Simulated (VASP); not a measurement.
# Li (Im-3m) in VASP: further runs, part 2 of 2

VASP 6.6.1. Earlier steps stand in the parts before.

### Step 3. Relaxation of cell and atoms, LDA

This run uses another cell than the first one, of 20.89 Å³/atom.

The input, INCAR:

```
SYSTEM = Li
PREC = Accurate
ENCUT = 600
EDIFF = 1E-6
ISMEAR = 1
SIGMA = 0.1
LREAL = .False.
LASPH = .True.
NELM = 100
ALGO = Fast
ISIF = 3
LWAVE = .False.
LCHARG = .False.
IBRION = 2
NSW = 80
EDIFFG = -0.005
```

The input, KPOINTS:

```
Automatic mesh
0
Gamma
  20 20 20
  0 0 0
```

The input, POSCAR:

```
Li
1.0
    3.4700000000      0.0000000000      0.0000000000
    0.0000000000      3.4700000000      0.0000000000
    0.0000000000      0.0000000000      3.4700000000
Li
2
Direct
    0.0000000000      0.0000000000      0.0000000000
    0.5000000000      0.5000000000      0.5000000000
```

Potentials or basis: VASP PAW LDA potentials, release 64 (Li_sv).

Launch:

```bash
cat potpaw_LDA.64/Li_sv/POTCAR > POTCAR
mpirun -np 1 vasp_std > vasp.out
```

OUTCAR:

```text
SYSTEM = Li
   PREC = Accurate
   ENCUT = 600
   EDIFF = 1E-6
   ISMEAR = 1
   LREAL = .False.
   LASPH = .True.
   NELM = 100
   ISIF = 3
   IBRION = 2
   NSW = 80
   EDIFFG = -0.005

 ion  position               nearest neighbor table
   1  0.000  0.000  0.000-
   2  0.500  0.500  0.500-

  LATTYP: Found a simple cubic cell.
 ALAT       =     3.4700000000

  Lattice vectors:

 A1 = (   3.4700000000,   0.0000000000,   0.0000000000)
 A2 = (   0.0000000000,   3.4700000000,   0.0000000000)
 A3 = (   0.0000000000,   0.0000000000,   3.4700000000)

Analysis of symmetry for initial positions (statically):
=====================================================================
 Subroutine PRICEL returns following result:

  LATTYP: Found a body centered cubic cell.
 ALAT       =     3.4700000000

  Lattice vectors:

 A1 = (   1.7350000000,   1.7350000000,  -1.7350000000)
 A2 = (  -1.7350000000,   1.7350000000,   1.7350000000)
 A3 = (   1.7350000000,  -1.7350000000,   1.7350000000)

   2 primitive cells build up your supercell.

 Routine SETGRP: Setting up the symmetry group for a
 simple cubic supercell.

 Subroutine GETGRP returns: Found 48 space group operations
 (whereof 48 operations were pure point group operations)
 out of a pool of 48 trial point group operations.

The static configuration has the point symmetry O_h .

Analysis of symmetry for dynamics (positions and initial velocities):
=====================================================================
 Subroutine PRICEL returns following result:

  LATTYP: Found a body centered cubic cell.
 ALAT       =     3.4700000000

  Lattice vectors:

 A1 = (   1.7350000000,   1.7350000000,  -1.7350000000)
 A2 = (  -1.7350000000,   1.7350000000,   1.7350000000)
 A3 = (   1.7350000000,  -1.7350000000,   1.7350000000)

   2 primitive cells build up your supercell.

 Routine SETGRP: Setting up the symmetry group for a
 simple cubic supercell.

 Subroutine GETGRP returns: Found 48 space group operations
 (whereof 48 operations were pure point group operations)
 out of a pool of 48 trial point group operations.

The dynamic configuration has the point symmetry O_h .

 Subroutine INISYM returns: Found 48 space group operations
 (whereof 48 operations are pure point group operations),
 and found     2 'primitive' translations

----------------------------------------------------------------------------------------

                                     Primitive cell

  volume of cell :      20.8910

  direct lattice vectors                    reciprocal lattice vectors
     1.735000000  1.735000000 -1.735000000     0.288184438  0.288184438  0.000000000
    -1.735000000  1.735000000  1.735000000    -0.000000000  0.288184438  0.288184438
     1.735000000 -1.735000000  1.735000000     0.288184438  0.000000000  0.288184438

  length of vectors
     3.005108151  3.005108151  3.005108151     0.407554341  0.407554341  0.407554341

[... 60 lines left out ...]
   k-points           NKPTS =    286   k-points in BZ     NKDIM =    286   number of bands    NBANDS=      7
   number of dos      NEDOS =    301   number of ions     NIONS =      2
   total plane-waves  NPLWV =  21952
   dimension x,y,z NGX =    28 NGY =   28 NGZ =   28
   dimension x,y,z NGXF=    56 NGYF=   56 NGZF=   56
   ions per type =               2
   NGX,Y,Z   is equivalent  to a cutoff of  13.41, 13.41, 13.41 a.u.
   NGXF,Y,Z  is equivalent  to a cutoff of  26.83, 26.83, 26.83 a.u.
 SYSTEM =  Li
   PREC   = accura    normal or accurate (medium, high low for compatibility)
   ISTART =      0    job   : 0-new  1-cont  2-samecut
   ICHARG =      2    charge: 1-file 2-atom 10-const
   ISPIN  =      1    spin polarized calculation?
   LNONCOLLINEAR =      F non collinear calculations
   LSORBIT =      F    spin-orbit coupling
   LASPH  =      T    aspherical Exc in radial PAW
   ENCUT  =  600.0 eV  44.10 Ry    6.64 a.u.   6.93  6.93  6.93*2*pi/ulx,y,z
   NELM   =    100;   NELMIN=  2; NELMDL= -5     # of ELM steps
   EDIFF  = 0.1E-05   stopping-criterion for ELM
   LREAL  =      F    real-space projection
   EDIFFG = -.5E-02   stopping-criterion for IOM
   NSW    =     80    number of steps for IOM
   IBRION =      2    ionic relax: 0-MD 1-quasi-New 2-CG
   NFREE  =      1    steps in history (QN), initial steepest desc. (CG)
   ISIF   =      3    stress and relaxation
   ISYM   =      2    0-nonsym 1-usesym 2-fastsym
   POTIM  = 0.5000    time-step for ionic-motion
   TEBEG  =    0.0;   TEEND  =   0.0 temperature during run
   PSTRESS=    0.0 pullay stress
   NELECT =       6.0000    total number of electrons
   NUPDOWN=      -1.0000    fix difference up-down
   EMIN   =  10.00;   EMAX   =-10.00  energy-range for DOS
   EFERMI =   0.00;   METHOD = LEGACY
   ISMEAR =     1;   SIGMA  =   0.10  broadening in eV -4-tet -1-fermi 0-gaus
   EFERMI_NEDOS =   21; number of points for ismear=-14 and -15
   IALGO  =     68    algorithm
   IMIX   =      4    mixing-type and parameters
     AMIX     =   0.40;   BMIX     =  1.00
     AMIX_MAG =   1.60;   BMIX_MAG =  1.00
  volume/ion in A,a.u.               =      20.89       140.98
  Fermi-wavevector in a.u.,A,eV,Ry     =   0.857293  1.620048  9.999611  0.734951
  Thomas-Fermi vector in A             =   1.974324
   LORBIT       =      0    0 simple, 1 ext, 2 COOP (PROOUT), +10 PAW based schemes
   GGA     = CA    functional components
   LHFCALC =     F    Hartree Fock is set to
   AEXX    =    0.0000 exact exchange contribution
   IVDW    =     0    specifies the selected vdW correction
   LEPSILON=     F    determine dielectric tensor
   LRPA    =     F    only Hartree local field effects (RPA)
 conjugate gradient relaxation of ions
 non-spin polarized calculation
 RMM-DIIS sequential band-by-band and
 Methfessel and Paxton  Order N= 1 SIGMA  =   0.10
  energy-cutoff  :      600.00
  volume of cell :       41.78
 maximum number of plane-waves:      1418
 NGX is ok and might be reduce to    28
   NGX = 13   NGY = 13   NGZ = 13

--------------------------------------- Ionic step        1  -------------------------------------------

 number of electron       6.0000015 magnetization

 Free energy of the ion-electron system (eV)
  ---------------------------------------------------
  ext. energy  EPLUGINS =         0.00000000
  ---------------------------------------------------
  free energy    TOTEN  =        -4.07264562 eV

  energy without entropy =       -4.07215647  energy(sigma->0) =       -4.07248257

------------------------ aborting loop because EDIFF is reached ----------------------------------------

  FORCE on cell =-STRESS in cart. coord.  units (eV):
  Direction    XX          YY          ZZ          XY          YZ          ZX
  --------------------------------------------------------------------------------------
  -------------------------------------------------------------------------------------
  Total       -0.3511190     -0.3511190     -0.3511190      0.0000000      0.0000000      0.0000000
  in kB      -13.4640742    -13.4640742    -13.4640742      0.0000000      0.0000000      0.0000000
  external PRESSURE =     -13.4640742 kB  Pullay stress =       0.0000000 kB
[... 95 lines left out ...]
--------------------------------------- Ionic step        4  -------------------------------------------

 number of electron       5.9999978 magnetization

 Free energy of the ion-electron system (eV)
  ---------------------------------------------------
  ext. energy  EPLUGINS =         0.00000000
  ---------------------------------------------------
  free energy    TOTEN  =        -4.09220884 eV

  energy without entropy =       -4.09176112  energy(sigma->0) =       -4.09205960

 E-fermi :   0.8594     XC(G=0):  -7.3454

 val. band max:        0.8415580733   @ k =   0.4000   0.0500   0.0500
 cond. band min:       0.8599161254   @ k =   0.4000   0.4000   0.2500
 fundamental gap:      0.0183580521
 Fermi energy:         0.8593521261

 k-point     1 :       0.0000    0.0000    0.0000
  band No.  band energies     occupation
      1     -44.6659      2.00000
      2     -44.6170      2.00000
      3      -2.7636      2.00000
      4       6.5474      0.00000
      5       6.5474      0.00000
      6       6.5474      0.00000
      7       9.0371      0.00000
[... 221 lines left out ...]
 k-point    24 :       0.2000    0.1000    0.0000
  band No.  band energies     occupation
      1     -44.6592      2.00000
      2     -44.6217      2.00000
      3      -2.2857      2.00000
      4       3.6971      0.00000
      5       6.1354      0.00000
      6       7.1884      0.00000
      7      10.5925      0.00000

 [... further k-points ...]

------------------------ aborting loop because EDIFF is reached ----------------------------------------

  FORCE on cell =-STRESS in cart. coord.  units (eV):
  Direction    XX          YY          ZZ          XY          YZ          ZX
  --------------------------------------------------------------------------------------
  -------------------------------------------------------------------------------------
  Total       -0.0018730     -0.0018730     -0.0018730      0.0000000      0.0000000     -0.0000000
  in kB       -0.0800848     -0.0800848     -0.0800848      0.0000000      0.0000000     -0.0000000
  external PRESSURE =      -0.0800848 kB  Pullay stress =       0.0000000 kB
[... 17 lines left out ...]
  FREE ENERGIE OF THE ION-ELECTRON SYSTEM (eV)
  ---------------------------------------------------
  free  energy   TOTEN  =        -4.0922088389 eV

  energy  without entropy=       -4.0917611244  energy(sigma->0) =       -4.09205960

 reached required accuracy - stopping structural energy minimisation
```

Wall time 78 s (1 thread of Intel Xeon 6975P-C (Granite Rapids), shared host); peak memory 0.2 GiB.

Results:

```
Free energy                           : -4.0922 eV
Relaxed volume                        : 18.74 Å³/atom
Relaxed cell                          : a = 3.346 Å, b = 3.346 Å, c = 3.346 Å, α = 90.00°, β = 90.00°, γ = 90.00°
Space group after relaxing (to 0.1 Å) : Im-3m (No. 229)
Energy gained by relaxing             : 9.8 meV/atom
Ionic steps                           : 4
Pressure after relaxing               : 0.0 GPa
Band gap on the k mesh                : zero (bands 3 and 4 overlap by 4.66 eV)
```

The path:
```tsv
step	energy change (eV)	largest force (eV/Å)	pressure (GPa)	volume (Å³)
1	0.0000	0.0000	-1.35	41.78
2	-0.0080	0.0000	-1.10	40.73
3	-0.0195	0.0000	-0.08	37.68
4	-0.0196	0.0000	-0.01	37.47
```

Final structure:
```
Li
1.0
     3.34628    0.00000    0.00000
     0.00000    3.34628    0.00000
     0.00000    0.00000    3.34628
Li
2
Direct
  0.00000 0.00000 0.00000
  0.50000 0.50000 0.50000
```

Levels at points of the mesh, in eV from the Fermi level:
| k point | band 1 | band 2 | band 3 | band 4 | band 5 | band 6 | band 7 |
| --- | --- | --- | --- | --- | --- | --- | --- |
| (0.00, 0.00, 0.00) | -45.53 | -45.48 | -3.62 | 5.69 | 5.69 | 5.69 | 8.18 |
| (0.50, 0.00, 0.00) | -45.50 | -45.50 | -1.17 | -1.17 | 8.86 | 8.86 | 8.86 |
| (0.50, 0.50, 0.00) | -45.50 | -45.50 | 0.18 | 0.18 | 3.54 | 3.54 | 10.73 |
| (0.50, 0.50, 0.50) | -45.49 | -45.49 | 3.48 | 3.48 | 3.48 | 3.48 | 3.48 |

Caveat: the cutoff is under 1.25 times the usual one of these potentials, so pressure, stress and relaxed cells hold a basis-set (Pulay) error.
